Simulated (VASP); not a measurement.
# Pt2C (P4_2/mnm) in VASP: a series of runs

Runs on Pt2C. Level: PBE. Tasks: single point, relaxation of cell and atoms.

All numbers are computed with VASP 6.6.1; they aren't measurements. Logs are shortened: lines on timing, memory, paths and dates and some standing lists are left out, and cuts for length are marked.

### Step 1. The cell of the first run

The structure is tetragonal, space group P4_2/mnm (No. 136). Conventional cell: a = 4.983 Å, b = 4.983 Å, c = 3.236 Å, α = 90.00°, β = 90.00°, γ = 90.00°. Pt (site symmetry m2m) has 3 C at 2.13 to 2.14 Å and 1 Pt at 2.77 Å within 2.8 Å. Within 2.8 Å of C (site symmetry mmm) lie 6 Pt at 2.13 to 2.14 Å.

The cell was built from a structure type or drawn by symmetry, and may not be a known phase.

### Step 2. Single point, PBE

INCAR

```
PREC     = Accurate       # precision mode
ENCUT    = 520            # plane-wave cutoff, eV
EDIFF    = 1E-6           # SCF threshold, eV
ISMEAR   = 0              # smearing method
SIGMA    = 0.1            # smearing width, eV
LREAL    = False          # projectors in reciprocal space
LASPH    = True           # aspherical terms in the spheres
NELM     = 60             # most SCF steps
ALGO     = Normal         # electronic algorithm
ISIF     = 2              # what is computed and relaxed
LWAVE    = False          # write WAVECAR
LCHARG   = False          # write CHGCAR
GGA      = PE             # functional
NBANDS   = 33             # bands
```

KPOINTS

```
Automatic mesh
0
Gamma
  4 4 6
```

POSCAR

```
Pt2C
1.0
    4.9834385305      0.0000000000      0.0000000000
    0.0000000000      4.9834385305      0.0000000000
    0.0000000000      0.0000000000      3.2358892380
Pt C
4 2
Direct
    0.6968132432      0.3031867568      0.5000000000
    0.3031867568      0.6968132432      0.5000000000
    0.1968132432      0.1968132432      0.0000000000
    0.8031867568      0.8031867568      0.0000000000
    0.0000000000      0.0000000000      0.5000000000
    0.5000000000      0.5000000000      0.0000000000
```

Potentials or basis: VASP PAW PBE potentials, release 64 (Pt, C).

The run is started by

```sh
> cat potpaw_PBE.64/Pt/POTCAR potpaw_PBE.64/C/POTCAR > POTCAR
> mpirun -np 1 vasp_std > vasp.out
```

OUTCAR:

```text
PREC = Accurate
   ENCUT = 520
   EDIFF = 1E-6
   ISMEAR = 0
   LREAL = False
   LASPH = True
   NELM = 60
   ISIF = 2
   GGA = PE

 ion  position               nearest neighbor table
   1  0.697  0.303  0.500-   6 2.13   6 2.13   5 2.14   2 2.77   4 3.02   3 3.02   4 3.02   3 3.02
                             4 3.02   4 3.02   3 3.02   3 3.02
   2  0.303  0.697  0.500-   6 2.13   6 2.13   5 2.14   1 2.77   4 3.02   3 3.02   4 3.02   3 3.02
                             3 3.02   3 3.02   4 3.02   4 3.02
   3  0.197  0.197  0.000-   5 2.13   5 2.13   6 2.14   4 2.77   1 3.02   1 3.02   2 3.02   2 3.02
                             2 3.02   2 3.02   1 3.02   1 3.02
   4  0.803  0.803  0.000-   5 2.13   5 2.13   6 2.14   3 2.77   1 3.02   1 3.02   2 3.02   2 3.02
                             1 3.02   1 3.02   2 3.02   2 3.02
   5  0.000  0.000  0.500-   3 2.13   4 2.13   3 2.13   4 2.13   1 2.14   2 2.14
   6  0.500  0.500  0.000-   1 2.13   2 2.13   1 2.13   2 2.13   3 2.14   4 2.14

  LATTYP: Found a simple tetragonal cell.
 ALAT       =     4.9834385305
 C/A-ratio  =     0.6493286148

  Lattice vectors:

 A1 = (   4.9834385305,   0.0000000000,   0.0000000000)
 A2 = (   0.0000000000,   4.9834385305,   0.0000000000)
 A3 = (   0.0000000000,   0.0000000000,   3.2358892380)

Analysis of symmetry for initial positions (statically):
=====================================================================
 Subroutine PRICEL returns:
 Original cell was already a primitive cell.

 Routine SETGRP: Setting up the symmetry group for a
 simple tetragonal supercell.

 Subroutine GETGRP returns: Found 16 space group operations
 (whereof  8 operations were pure point group operations)
 out of a pool of 16 trial point group operations.

The static configuration has the point symmetry D_2h.
 The point group associated with its full space group is D_4h.

Analysis of symmetry for dynamics (positions and initial velocities):
=====================================================================
 Subroutine PRICEL returns:
 Original cell was already a primitive cell.

 Routine SETGRP: Setting up the symmetry group for a
 simple tetragonal supercell.

 Subroutine GETGRP returns: Found 16 space group operations
 (whereof  8 operations were pure point group operations)
 out of a pool of 16 trial point group operations.

The dynamic configuration has the point symmetry D_2h.
 The point group associated with its full space group is D_4h.

 Subroutine INISYM returns: Found 16 space group operations
 (whereof  8 operations are pure point group operations),
 and found     1 'primitive' translations

----------------------------------------------------------------------------------------

                                     Primitive cell

  volume of cell :      80.3622

  direct lattice vectors                    reciprocal lattice vectors
     4.983438530  0.000000000  0.000000000     0.200664660  0.000000000  0.000000000
     0.000000000  4.983438530  0.000000000     0.000000000  0.200664660  0.000000000
     0.000000000  0.000000000  3.235889238     0.000000000  0.000000000  0.309034063

  length of vectors
     4.983438530  4.983438530  3.235889238     0.200664660  0.200664660  0.309034063

  position of ions in fractional coordinates (direct lattice)
     0.696813243  0.303186757  0.500000000
     0.303186757  0.696813243  0.500000000
     0.196813243  0.196813243  0.000000000
     0.803186757  0.803186757  0.000000000
     0.000000000  0.000000000  0.500000000
     0.500000000  0.500000000  0.000000000

  ion indices of the primitive-cell ions
   primitive index   ion index
                 1           1
                 2           2
                 3           3
                 4           4
                 5           5
                 6           6

----------------------------------------------------------------------------------------

 KPOINTS: Automatic mesh

Automatic generation of k-mesh.
 Grid dimensions read from file:
 generate k-points for:    4    4    6

 Generating k-lattice:

  Cartesian coordinates                     Fractional coordinates (reciprocal lattice)
     0.050166165  0.000000000  0.000000000     0.250000000  0.000000000  0.000000000
     0.000000000  0.050166165  0.000000000     0.000000000  0.250000000  0.000000000
     0.000000000  0.000000000  0.051505677     0.000000000  0.000000000  0.166666667

  Length of vectors
     0.050166165  0.050166165  0.051505677

  Shift w.r.t. Gamma in fractional coordinates (k-lattice)
     0.000000000  0.000000000  0.000000000

 Subroutine IBZKPT returns following result:
 ===========================================

 Found     24 irreducible k-points:

 Following reciprocal coordinates:
            Coordinates               Weight
  0.000000  0.000000  0.000000      1.000000
  0.250000  0.000000  0.000000      4.000000
  0.500000  0.000000  0.000000      2.000000
  0.250000  0.250000  0.000000      4.000000
  0.500000  0.250000  0.000000      4.000000
  0.500000  0.500000  0.000000      1.000000
[... 16 lines left out ...]
  0.500000  0.250000  0.500000      4.000000
  0.500000  0.500000  0.500000      1.000000
   k-points           NKPTS =     24   k-points in BZ     NKDIM =     24   number of bands    NBANDS=     33
   number of dos      NEDOS =    301   number of ions     NIONS =      6
   total plane-waves  NPLWV =  38400
   dimension x,y,z NGX =    40 NGY =   40 NGZ =   24
   dimension x,y,z NGXF=    80 NGYF=   80 NGZF=   48
   ions per type =               4   2
   NGX,Y,Z   is equivalent  to a cutoff of  13.34, 13.34, 12.33 a.u.
   NGXF,Y,Z  is equivalent  to a cutoff of  26.69, 26.69, 24.66 a.u.
 SYSTEM =  unknown system
   PREC   = accura    normal or accurate (medium, high low for compatibility)
   ISTART =      0    job   : 0-new  1-cont  2-samecut
   ICHARG =      2    charge: 1-file 2-atom 10-const
   ISPIN  =      1    spin polarized calculation?
   LNONCOLLINEAR =      F non collinear calculations
   LSORBIT =      F    spin-orbit coupling
   LASPH  =      T    aspherical Exc in radial PAW
   ENCUT  =  520.0 eV  38.22 Ry    6.18 a.u.   9.27  9.27  6.02*2*pi/ulx,y,z
   NELM   =     60;   NELMIN=  2; NELMDL= -5     # of ELM steps
   EDIFF  = 0.1E-05   stopping-criterion for ELM
   LREAL  =      F    real-space projection
[... 7 lines left out ...]
   TEBEG  =    0.0;   TEEND  =   0.0 temperature during run
   PSTRESS=    0.0 pullay stress
   NELECT =      48.0000    total number of electrons
   NUPDOWN=      -1.0000    fix difference up-down
   EMIN   =  10.00;   EMAX   =-10.00  energy-range for DOS
   EFERMI =   0.00;   METHOD = LEGACY
   ISMEAR =     0;   SIGMA  =   0.10  broadening in eV -4-tet -1-fermi 0-gaus
   EFERMI_NEDOS =   21; number of points for ismear=-14 and -15
   IALGO  =     38    algorithm
   IMIX   =      4    mixing-type and parameters
     AMIX     =   0.40;   BMIX     =  1.00
     AMIX_MAG =   1.60;   BMIX_MAG =  1.00
  volume/ion in A,a.u.               =      13.39        90.39
  Fermi-wavevector in a.u.,A,eV,Ry     =   1.378705  2.605374 25.862321  1.900827
  Thomas-Fermi vector in A             =   2.503742
   LORBIT       =      0    0 simple, 1 ext, 2 COOP (PROOUT), +10 PAW based schemes
   GGA     = PE    functional components
   LHFCALC =     F    Hartree Fock is set to
   AEXX    =    0.0000 exact exchange contribution
   IVDW    =     0    specifies the selected vdW correction
   LEPSILON=     F    determine dielectric tensor
   LRPA    =     F    only Hartree local field effects (RPA)
 non-spin polarized calculation
 Gauss-broadening in eV      SIGMA  =   0.10
  energy-cutoff  :      520.00
  volume of cell :       80.36
 maximum number of plane-waves:      2180
 NGX is ok and might be reduce to    40
   NGX = 19   NGY = 19   NGZ = 13

 number of electron      47.9999999 magnetization

 Free energy of the ion-electron system (eV)
  ---------------------------------------------------
  ext. energy  EPLUGINS =         0.00000000
  ---------------------------------------------------
  free energy    TOTEN  =       -38.73581033 eV

  energy without entropy =      -38.72161314  energy(sigma->0) =      -38.72871174

 E-fermi :  10.1427     XC(G=0): -12.7246

 val. band max:       10.1412919338   @ k =   0.2500   0.0000   0.1667
 cond. band min:      10.1453420661   @ k =   0.0000   0.0000   0.5000
 fundamental gap:      0.0040501323
 Fermi energy:        10.1426677384

 k-point     1 :       0.0000    0.0000    0.0000
  band No.  band energies     occupation
      1      -4.8628      2.00000
      2      -2.4632      2.00000
      3       1.5007      2.00000
      4       1.5007      2.00000
      5       1.8572      2.00000
      6       3.6850      2.00000
[... 25 lines left out ...]
     32      17.8877      0.00000
     33      17.8877      0.00000

 k-point     2 :       0.2500    0.0000    0.0000
  band No.  band energies     occupation
      1      -4.5630      2.00000
      2      -2.8784      2.00000
      3       1.6816      2.00000
      4       1.7260      2.00000
      5       2.1163      2.00000
      6       3.2029      2.00000
[... 25 lines left out ...]
     32      16.7282      0.00000
     33      17.2407      0.00000

 k-point     3 :       0.5000    0.0000    0.0000
  band No.  band energies     occupation
      1      -3.7775      2.00000
      2      -3.7775      2.00000
      3       2.0801      2.00000
      4       2.0801      2.00000
      5       2.7071      2.00000
      6       2.7071      2.00000
[... 25 lines left out ...]
     32      16.2594      0.00000
     33      16.8101      0.00000

 k-point     4 :       0.2500    0.2500    0.0000
  band No.  band energies     occupation
      1      -4.3220      2.00000
      2      -3.1222      2.00000
      3       1.7667      2.00000
      4       1.9650      2.00000
      5       2.3378      2.00000
      6       2.7854      2.00000
[... 25 lines left out ...]
     32      16.2116      0.00000
     33      18.3840      0.00000

 k-point     5 :       0.5000    0.2500    0.0000
  band No.  band energies     occupation
      1      -3.7257      2.00000
      2      -3.7257      2.00000
      3       2.0566      2.00000
      4       2.0566      2.00000
      5       2.8544      2.00000
      6       2.8544      2.00000
[... 604 lines left out ...]
 k-point    22 :       0.2500    0.2500    0.5000
  band No.  band energies     occupation
      1      -3.1536      2.00000
      2      -3.0315      2.00000
      3       1.0042      2.00000
      4       2.0381      2.00000
      5       2.9925      2.00000
      6       3.6963      2.00000
[... 25 lines left out ...]
     32      16.2903      0.00000
     33      17.1060      0.00000

 k-point    23 :       0.5000    0.2500    0.5000
  band No.  band energies     occupation
      1      -3.1266      2.00000
      2      -3.1266      2.00000
      3       1.4890      2.00000
      4       1.4890      2.00000
      5       3.4018      2.00000
      6       3.4018      2.00000
[... 25 lines left out ...]
     32      15.5958      0.00000
     33      17.4990      0.00000

 k-point    24 :       0.5000    0.5000    0.5000
  band No.  band energies     occupation
      1      -3.2181      2.00000
      2      -3.2181      2.00000
      3       2.5652      2.00000
      4       2.5652      2.00000
      5       2.7011      2.00000
      6       2.7011      2.00000
[... 25 lines left out ...]
     32      16.0944      0.00000
     33      16.8414      0.00000

------------------------ aborting loop because EDIFF is reached ----------------------------------------

  FORCE on cell =-STRESS in cart. coord.  units (eV):
  Direction    XX          YY          ZZ          XY          YZ          ZX
  --------------------------------------------------------------------------------------
  -------------------------------------------------------------------------------------
  Total        0.0714372      0.0714372     -0.0302849     -0.0000000      0.0000000      0.0000000
  in kB        1.4242403      1.4242403     -0.6037888     -0.0000000      0.0000000      0.0000000
  external PRESSURE =       0.7482306 kB  Pullay stress =       0.0000000 kB

 VOLUME and BASIS-vectors are now :
 -----------------------------------------------------------------------------
  energy-cutoff  :      520.00
  volume of cell :       80.36
      direct lattice vectors                 reciprocal lattice vectors
     4.983438530  0.000000000  0.000000000     0.200664660  0.000000000  0.000000000
     0.000000000  4.983438530  0.000000000     0.000000000  0.200664660  0.000000000
     0.000000000  0.000000000  3.235889238     0.000000000  0.000000000  0.309034063

 POSITION                                       TOTAL-FORCE (eV/Angst)
 -----------------------------------------------------------------------------------
      3.47253      1.51091      1.61794         0.034557     -0.034557      0.000000
      1.51091      3.47253      1.61794        -0.034557      0.034557     -0.000000
      0.98081      0.98081      0.00000         0.034557      0.034557     -0.000000
      4.00263      4.00263      0.00000        -0.034557     -0.034557      0.000000
      0.00000      0.00000      1.61794        -0.000000      0.000000      0.000000
      2.49172      2.49172      0.00000        -0.000000      0.000000      0.000000
 -----------------------------------------------------------------------------------
    total drift:                               -0.000000      0.000000      0.000000

  FREE ENERGIE OF THE ION-ELECTRON SYSTEM (eV)
  ---------------------------------------------------
  free  energy   TOTEN  =       -38.7358103315 eV

  energy  without entropy=      -38.7216131407  energy(sigma->0) =      -38.72871174
```

Run time: 72 s. Hardware: 1 thread of Intel Xeon 8259CL, shared host; peak memory 0.21 GiB.

What came out:

- Free energy: -38.7358 eV
- Pressure: 0.1 GPa
- Largest force: 0.049 eV/Å
- Band gap on the k mesh: zero (bands 24 and 25 overlap by 0.37 eV)

Forces in eV/Å, atoms in the order of the input:
```
Pt   0.035 -0.035  0.000
Pt  -0.035  0.035  0.000
Pt   0.035  0.035  0.000
Pt  -0.035 -0.035  0.000
C    0.000  0.000  0.000
C    0.000  0.000  0.000
```

Stress tensor (GPa, compression positive):
```
 0.14  0.00  0.00
 0.00  0.14  0.00
 0.00  0.00 -0.06
```

Caveat: spin-orbit coupling is left out, which moves the levels of the heavy elements.

(Part 1 of 3 ends here.)
